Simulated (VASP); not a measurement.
Al2O3:

```
Al O
1.0
     3.01748    0.00000    0.00000
    -1.50874    2.61322    0.00000
     0.00000    0.00000    7.57464
Al O
2 3
Direct
  0.00000 0.00000 0.27795
  0.00000 0.00000 0.72205
  0.33333 0.66667 0.19945
  0.66667 0.33333 0.80055
  0.00000 0.00000 0.50000
```

```yaml
Program: VASP 6.6.1
Task: relaxation of cell and atoms
Functional: PBEsol
Dispersion: D3(BJ)
Potentials_or_basis: VASP PAW PBE potentials, release 64 (Al, O)
Cutoff: 600 eV
k_mesh: 12 × 12 × 4
Occupations: gaussian, width 0.01 eV
Spin: no spin polarisation
```

At the start: pressure -5.6 GPa; volume 11.95 Å³/atom.

Q: How do energy, volume and symmetry change on relaxing?

A: Over 16 steps the energy falls by 9.9 meV/atom and the volume is 11.15 Å³/atom (-6.7 %); space group P-3m1 (No. 164, to 0.1 Å) before and after.

The path:
| step | energy change (eV) | largest force (eV/Å) | pressure (GPa) | volume (Å³) |
| --- | --- | --- | --- | --- |
| 1 | 0.0000 | 0.1908 | -5.57 | 59.73 |
| 2 | -0.0076 | 0.4062 | 5.41 | 56.21 |
| 3 | -0.0358 | 0.1669 | -0.07 | 57.82 |
| 4 | -0.0348 | 0.3552 | -0.17 | 57.61 |
| 5 | -0.0374 | 0.1440 | -0.14 | 57.73 |
| 6 | -0.0388 | 0.0625 | -0.06 | 57.60 |
| 7 | -0.0390 | 0.0788 | -0.04 | 57.53 |
| 8 | -0.0399 | 0.0744 | -0.08 | 57.44 |
| 9 | -0.0426 | 0.0594 | -0.19 | 57.16 |
| 10 | -0.0466 | 0.0342 | -0.46 | 56.62 |
| 11 | -0.0478 | 0.1053 | -0.77 | 55.53 |
| 12 | -0.0486 | 0.0703 | -0.60 | 56.01 |
| 13 | -0.0484 | 0.0559 | 0.94 | 55.42 |
| 14 | -0.0492 | 0.0318 | 0.09 | 55.74 |
| 15 | -0.0492 | 0.0647 | 0.00 | 55.74 |
| 16 | -0.0493 | 0.0048 | 0.07 | 55.74 |

Final structure:
```
Al O
1.0
     2.97413    0.00000    0.00000
    -1.48707    2.57567    0.00000
     0.00000    0.00000    7.27618
Al O
2 3
Cartesian
  0.0000 0.0000 1.9678
  0.0000 0.0000 5.3084
  0.0000 1.7171 1.3730
  1.4871 0.8586 5.9031
  0.0000 0.0000 3.6381
```

Caveat: the PAW data sets were made with another functional, which shifts forces and pressure a little.
